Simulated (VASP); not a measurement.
Write the native input for VASP 6.6.1 that does the following.

```
Task                   : single point
Functional             : PBEsol
Potentials or basis    : VASP PAW PBE potentials, release 64 (Si, Ni)
Cutoff                 : 520 eV
k mesh                 : 12 × 12 × 8
Occupations            : gaussian, width 0.1 eV
Spin                   : no spin polarisation
Dipole correction      : no
Further INCAR settings : ALGO = Fast; EDIFF = 1e-07; NBANDS = 33
```

The structure of SiNi2 lies in POSCAR:

```
SiNi2
1.0
    3.9458329268      0.0000000000      0.0000000000
   -1.9729164634      3.4171915537      0.0000000000
    0.0000000000      0.0000000000      4.8579814358
Si Ni
2 4
Direct
    0.3333333333      0.6666666667      0.7500000000
    0.6666666667      0.3333333333      0.2500000000
    0.0000000000      0.0000000000      0.0000000000
    0.0000000000      0.0000000000      0.5000000000
    0.3333333333      0.6666666667      0.2500000000
    0.6666666667      0.3333333333      0.7500000000
```

This cell differs from its parent crystal: biaxial strain in the a-b plane: +2.0 %, then relaxed in part.

The input as run:

INCAR

```
PREC = Accurate ; ENCUT = 520
EDIFF = 1E-7 ; ISMEAR = 0
SIGMA = 0.1 ; LREAL = False
LASPH = True ; NELM = 100
ALGO = Fast ; ISIF = 2
LWAVE = False ; LCHARG = False
GGA = PS ; NBANDS = 33
```

KPOINTS

```
Automatic mesh
0
Gamma
  12 12 8
```

Potentials or basis: VASP PAW PBE potentials, release 64 (Si, Ni).

Run with:

```bash
$ cat potpaw_PBE.64/Si/POTCAR potpaw_PBE.64/Ni/POTCAR > POTCAR
$ mpirun -np 1 vasp_std > vasp.out
```

It gave:

```
Pressure               : -6.1 GPa
Band gap on the k mesh : zero (bands 24 and 25 overlap by 2.99 eV)
```

Caveat: the cell differs from its parent crystal (biaxial strain in the a-b plane: +2.0 %, then relaxed in part); the cell stands under tension; the PAW data sets were made with another functional, which shifts forces and pressure a little.

It took 3.3 min on 1 thread of Intel(R) Xeon(R) Platinum 8488C (Sapphire Rapids) (shared host), peak memory 0.29 GiB.
